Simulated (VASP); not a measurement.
Wanted: the native input for a VASP 6.6.1 run.

```yaml
Task: relaxation of shape and atoms at fixed volume
Functional: PBE
Dispersion: D3(BJ)
Potentials_or_basis: VASP PAW PBE potentials, release 64 (In_d, Sb)
Cutoff: 600 eV
k_mesh: 4 × 4 × 8
Occupations: gaussian, width 0.05 eV
Spin: no spin polarisation
Dipole_correction: no
Further_INCAR_settings: ALGO = Normal; EDIFF = 1e-06; IBRION = 2; EDIFFG = -0.01; NSW = 60; ISIF = 4
```

The structure of InSb lies in POSCAR:

```
InSb
1.0
    5.6397693483      0.0000000000      0.0000000000
    0.0000000000      5.6417498820      0.0000000000
    0.0000000000      0.0000000000      3.4212869795
In Sb
2 2
Direct
    0.0000000000      0.0000000000      0.0007106198
    0.5000000000      0.5000000000     -0.0007106198
    0.5000000000      0.0000000000      0.6587821812
    0.0000000000      0.5000000000      0.3412178188
```

This cell differs from its parent crystal: volume scaled by 1.02.

The input as run:

INCAR

```
ALGO     = Normal         # electronic algorithm
EDIFF    = 1E-6           # SCF threshold, eV
EDIFFG   = -0.01          # ionic threshold
ENCUT    = 600            # plane-wave cutoff, eV
GGA      = PE             # functional
IBRION   = 2              # ionic algorithm
ISIF     = 4              # what is computed and relaxed
ISMEAR   = 0              # smearing method
IVDW     = 12             # dispersion correction
LASPH    = T              # aspherical terms in the spheres
LCHARG   = F              # write CHGCAR
LREAL    = F              # projectors in reciprocal space
LWAVE    = F              # write WAVECAR
NELM     = 60             # most SCF steps
NSW      = 60             # ionic steps
PREC     = Accurate       # precision mode
SIGMA    = 0.05           # smearing width, eV
```

KPOINTS

```
k-points
0
Gamma
  4 4 8
```

Potentials or basis: VASP PAW PBE potentials, release 64 (In_d, Sb).

Launch:

```sh
$ cat potpaw_PBE.64/In_d/POTCAR potpaw_PBE.64/Sb/POTCAR > POTCAR
$ mpirun -np 1 vasp_std > vasp.out
```

Results of the run:

```json
{"Energy gained by relaxing": "0.1 meV/atom", "Ionic steps": "4", "Pressure after relaxing": "-1.0 GPa", "Band gap on the k mesh": "zero (band 18 reaches 9.58 eV, above the bottom of band 19 at 6.20 eV)", "Dispersion energy per atom": "-0.418 eV"}
```

Caveat: spin-orbit coupling is left out, which moves the levels of the heavy elements; pairwise dispersion overbinds metals, which lowers pressure and volume.

It took 76 s on 1 thread of Intel(R) Xeon(R) 6975P-C (Granite Rapids), on a shared host, peak memory 0.34 GiB.
